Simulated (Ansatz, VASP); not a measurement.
# KBr: VASP beside Ansatz

```xyz
2
Lattice="4.2791 1.0698 1.0698 1.0698 4.2791 1.0698 1.0698 1.0698 4.2791" Properties=species:S:1:pos:R:3 pbc="T T T"
K     0.0000    0.0000    0.0000
Br    3.2093    3.2093    3.2093
```

Alike in both runs: task single point; functional PBEsol; k mesh 6 × 6 × 6; occupations gaussian, width 0.05 eV; no spin polarisation.

```csv
,VASP,Ansatz
version,VASP 6.6.1,Ansatz 0.2.0
potentials or method,"VASP PAW PBE potentials, release 64 (K_sv, Br), cutoff 520 eV","scalar-relativistic, plane waves, PAW"
valence electrons in the cell,16,16
```

```csv
,VASP,Ansatz,Ansatz less VASP
gap on the k mesh at the Fermi level (eV),4.49,4.50,+0.003
least direct gap on the mesh (eV),4.49,4.50,+0.003
pressure (GPa),1.2,1.1,-0.08
```

VASP's potentials were made for PBE, not for PBEsol.
